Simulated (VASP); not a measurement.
The system is Ir.

```
Ir
1.0
     2.78758    0.00000    0.00000
    -1.39379    2.41412    0.00000
     0.00000    0.00000    4.52101
Ir
2
Direct
  0.33333 0.66667 0.25000
  0.66667 0.33333 0.75000
```

This cell differs from its parent crystal: volume scaled by 1.04.

Base run:

| Property | Result |
| --- | --- |
| Program | VASP 6.6.1 |
| Functional | PBEsol |
| Potentials or basis | VASP PAW PBE potentials, release 64 (Ir) |
| Cutoff | 520 eV |
| k mesh | 11 × 11 × 6 |
| Occupations | fermi-dirac, width 0.05 eV |
| Spin | no spin polarisation |

Its results: band gap on the k mesh zero (band 9 reaches 9.97 eV, above the bottom of band 10 at 7.09 eV); pressure -23.0 GPa.

Question: After a change of settings the same cell gave: band gap on the k mesh zero (band 9 reaches 9.93 eV, above the bottom of band 10 at 6.97 eV); pressure -18.4 GPa. Which change was it?
A. functional from PBEsol to PBE; further incar settings from ALGO = Normal; EDIFF = 1e-06; NBANDS = 16 to ALGO = Fast; EDIFF = 1e-07; NBANDS = 16
B. functional from PBEsol to LDA; potentials or basis from VASP PAW PBE potentials, release 64 (Ir) to VASP PAW LDA potentials, release 64 (Ir)
C. functional from PBEsol to r2SCAN; cutoff from 520 eV to 550 eV
D. functional from PBEsol to PBE0; k mesh from 11 × 11 × 6 to 6 × 6 × 4

Answer: C.

Caveats: the PAW data sets were made with another functional, which shifts forces and pressure a little; spin-orbit coupling is left out, which moves the levels of the heavy elements.
